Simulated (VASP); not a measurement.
A run of VASP 6.6.1 is set up as follows.

Contents of INCAR:

```
ALGO = Normal
EDIFF = 1E-8
ENCUT = 520
GGA = CA
IBRION = 8
ISIF = 2
ISMEAR = 0
LASPH = T
LCHARG = F
LREAL = F
LWAVE = F
NBANDS = 11
NELM = 80
NSW = 1
PREC = Accurate
SIGMA = 0.01
```

KPOINTS

```
k-points
0
Gamma
  8 8 8
```

POSCAR

```
MgS
1.0
    0.0000000000      2.5641824407      2.5641824407
    2.5641824407      0.0000000000      2.5641824407
    2.5641824407      2.5641824407      0.0000000000
Mg S
1 1
Direct
    0.0000000000      0.0000000000      0.0000000000
    0.5000000000      0.5000000000      0.5000000000
```

Potentials or basis: VASP PAW LDA potentials, release 64 (Mg, S).

Launch:

```console
$ cat potpaw_LDA.64/Mg/POTCAR potpaw_LDA.64/S/POTCAR > POTCAR
$ mpirun -np 1 vasp_std > vasp.out
```

Task: Estimate the highest phonon frequency at Γ, LO-TO splitting left out.

Result: 252 cm⁻¹.

Phonon frequencies in cm⁻¹ (negative: imaginary):
```tsv
q point	frequencies
(0.000, 0.000, 0.000)	0 0 0 252 252 252
```
